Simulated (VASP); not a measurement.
A run of VASP 6.6.1:

INCAR

```
SYSTEM = Sb
PREC     = Accurate       ! precision mode
ENCUT    = 520            ! plane-wave cutoff, eV
EDIFF    = 1E-6           ! SCF threshold, eV
ISMEAR   = 0              ! smearing method
SIGMA    = 0.1            ! smearing width, eV
LREAL    = .FALSE.        ! projectors in reciprocal space
LASPH    = .TRUE.         ! aspherical terms in the spheres
NELM     = 80             ! most SCF steps
ALGO     = Normal         ! electronic algorithm
ISIF     = 2              ! what is computed and relaxed
LWAVE    = .FALSE.        ! write WAVECAR
LCHARG   = .FALSE.        ! write CHGCAR
GGA      = PS             ! functional
NBANDS   = 8              ! bands
```

KPOINTS

```
regular mesh
0
G
  14 14 14
  0 0 0
```

POSCAR

```
Sb
1.0
    2.9340199884      0.0000000000      0.0000000000
    0.0000000000      2.9340199884      0.0000000000
    0.0000000000      0.0000000000      2.9340199884
Sb
1
Direct
    0.0000000000      0.0000000000      0.0000000000
```

Potentials or basis: VASP PAW PBE potentials, release 64 (Sb).

Launch:

```console
$ cat potpaw_PBE.64/Sb/POTCAR > POTCAR
$ mpirun -np 1 vasp_std > vasp.out
```

Hardware: 1 thread of Intel(R) Xeon(R) Platinum 8559C (Emerald Rapids), with other jobs on the host.

**Question.** How long does it take, and how much memory?

**Answer.** Wall time 6 s on 1 thread of Intel(R) Xeon(R) Platinum 8559C (Emerald Rapids) (shared host), peak memory 0.15 GiB. Counts: scf iterations 9, k points 120.
